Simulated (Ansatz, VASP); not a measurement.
ZnCu in VASP and in Ansatz

```
CELL_PARAMETERS angstrom
3.11592 -0.38184 -0.38184
-0.38184 3.11592 -0.38184
-0.38184 -0.38184 3.11592
ATOMIC_POSITIONS crystal
Zn 0.50000 0.50000 0.50000
Cu 0.00000 0.00000 0.00000
```

Alike in both runs: task single point; functional PBE; k mesh 16 × 16 × 16; occupations gaussian, width 0.15 eV; no spin polarisation.

```csv
,VASP,Ansatz
version,VASP 6.6.1,Ansatz 0.2.0
potentials or method,"VASP PAW PBE potentials, release 64 (Zn, Cu), cutoff 520 eV","scalar-relativistic, plane waves, PAW"
valence electrons in the cell,23,31
```

Ansatz gave:

```
gap on the k mesh at the Fermi level (eV)                     : none
pressure (GPa)                                                : 24.6
traceless stress, the component that is largest in VASP (GPa) : 35.94
```

Q: Which values does VASP return?

A: gap on the k mesh at the Fermi level (eV): none; pressure (GPa): 25.0; traceless stress, the component that is largest in VASP (GPa): 36.42.

A gap of «none» marks a metal or a gap that the smearing closes. VASP's potentials hold 23 valence electrons a cell and Ansatz's 31, so a difference there can come from the potentials and not from the codes.
